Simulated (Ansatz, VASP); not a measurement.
# N: VASP beside Ansatz

```
N
1.0
     4.16723    0.00000    0.00000
    -2.08362    3.60893    0.00000
     0.00000    0.00000    7.00600
N
4
Direct
  0.33333 0.66667 0.32893
  0.33333 0.66667 0.17107
  0.66667 0.33333 0.82893
  0.66667 0.33333 0.67107
```

Alike in both runs: task single point; functional PBE; dispersion D3(BJ); k mesh 6 × 6 × 4; occupations gaussian, width 0.1 eV; no spin polarisation.

|  | VASP | Ansatz |
| --- | --- | --- |
| version | VASP 6.6.1 | Ansatz 0.2.0 |
| potentials or method | VASP PAW PBE potentials, release 64 (N), cutoff 520 eV | scalar-relativistic, plane waves, PAW |
| valence electrons in the cell | 20 | 20 |

|  | VASP | Ansatz | Ansatz less VASP |
| --- | --- | --- | --- |
| gap on the k mesh at the Fermi level (eV) | 7.01 | 7.05 | +0.045 |
| least direct gap on the mesh (eV) | 7.32 | 7.36 | +0.043 |
| pressure (GPa) | 1.0 | -0.7 | -1.66 |
| traceless stress, the component that is largest in VASP (GPa) | 2.53 | -1.11 | -3.635 |
| rms of the force components (eV/Å) | 0.646 | 0.306 | -0.3401 |

Atom by atom the forces differ by 0.953 eV/Å (rms over components).

Noted on VASP's run: the standard files for N, O and F lose accuracy on very short bonds.
